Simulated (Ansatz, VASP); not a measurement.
# B in VASP and in Ansatz

File INCAR:

```
PREC     = Accurate       # precision mode
ENCUT    = 520            # plane-wave cutoff, eV
EDIFF    = 1E-6           # SCF threshold, eV
ISMEAR   = -1             # smearing method
SIGMA    = 0.1            # smearing width, eV
LREAL    = False          # projectors in reciprocal space
LASPH    = True           # aspherical terms in the spheres
NELM     = 60             # most SCF steps
ALGO     = Normal         # electronic algorithm
ISIF     = 2              # what is computed and relaxed
LWAVE    = False          # write WAVECAR
LCHARG   = False          # write CHGCAR
GGA      = PE             # functional
NBANDS   = 10             # bands
```

KPOINTS

```
regular mesh
0
Gamma
  34 34 6
```

File POSCAR:

```
B
1.0
    1.7375787362      0.0000000000      0.0000000000
   -0.8687893681      1.5047873266      0.0000000000
    0.0000000000      0.0000000000      9.2793150668
B
2
Direct
    0.3333333333      0.6666666667      0.2500000000
    0.6666666667      0.3333333333      0.7500000000
```

Input for Ansatz:

```yaml
crystal:
  lattice:
    - [1.7375787362, 0.0, 0.0]
    - [-0.8687893681, 1.5047873266, 0.0]
    - [0.0, 0.0, 9.2793150668]
  atoms:
    - { symbol: B, position: [0.3333333333, 0.6666666667, 0.25] }
    - { symbol: B, position: [0.6666666667, 0.3333333333, 0.75] }
hamiltonian:
  xc: pbe
  pseudopotentials:
    kind: paw
    azcp:
      B: "pseudopotentials/B.paw.azcp"
basis:
  ecutwfc: 420
  fft_grid_basis: typed
kpoints:
  mp_grid: { grid: [34, 34, 6], shift: [0, 0, 0] }
magnetization:
  spin_polarized: false
scf:
  occupations: { method: fermi_dirac, width: 0.1 }
output:
  stress: true
```

Alike in both runs: task single point; functional PBE; k mesh 34 × 34 × 6; occupations fermi-dirac, width 0.1 eV; no spin polarisation.

|  | VASP | Ansatz |
| --- | --- | --- |
| version | VASP 6.6.1 | Ansatz 0.2.0 |
| potentials or method | VASP PAW PBE potentials, release 64 (B), cutoff 520 eV | plane waves (420 eV) with PAW, scalar-relativistic |
| valence electrons in the cell | 6 | 6 |

```csv
,VASP,Ansatz,Ansatz less VASP
pressure (GPa),-6.1,-6.1,+0.07
"traceless stress, the component that is largest in VASP (GPa)",6.00,6.00,+0.004
```

With one functional, cell and mesh, what is left measures potentials, basis and numerics.
